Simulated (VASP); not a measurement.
The system is Nb2B.

```
Nb B
1.0
     0.00000    2.72255    2.72255
     2.72255    0.00000    2.72255
     2.72255    2.72255    0.00000
Nb B
2 1
Cartesian
  1.3613 1.3613 1.3613
  4.0838 4.0838 4.0838
  2.7226 2.7226 2.7226
```

```yaml
Program: VASP 6.6.1
Task: relaxation of cell and atoms
Functional: PBE
Potentials_or_basis: VASP PAW PBE potentials, release 64 (Nb_sv, B)
Cutoff: 600 eV
k_mesh: 6 × 6 × 6
Occupations: gaussian, width 0.1 eV
Spin: no spin polarisation
```

At the start: pressure 23.3 GPa; volume 13.45 Å³/atom.

Question: Where does the relaxation end?

Answer: Over 4 steps the energy falls by 96.2 meV/atom and the volume is 14.90 Å³/atom (+10.7 %); space group Fm-3m (No. 225, to 0.05 Å).

The path:
| step | energy change (eV) | largest force (eV/Å) | pressure (GPa) | volume (Å³) |
| --- | --- | --- | --- | --- |
| 1 | 0.0000 | 0.0000 | 23.25 | 40.36 |
| 2 | 0.3865 | 0.0000 | -22.97 | 52.87 |
| 3 | -0.2880 | 0.0000 | -0.88 | 44.88 |
| 4 | -0.2886 | 0.0000 | -0.09 | 44.69 |

Final structure:
```
CELL_PARAMETERS angstrom
0.00000 2.81669 2.81669
2.81669 0.00000 2.81669
2.81669 2.81669 0.00000
ATOMIC_POSITIONS crystal
Nb 0.25000 0.25000 0.25000
Nb 0.75000 0.75000 0.75000
B 0.50000 0.50000 0.50000
```
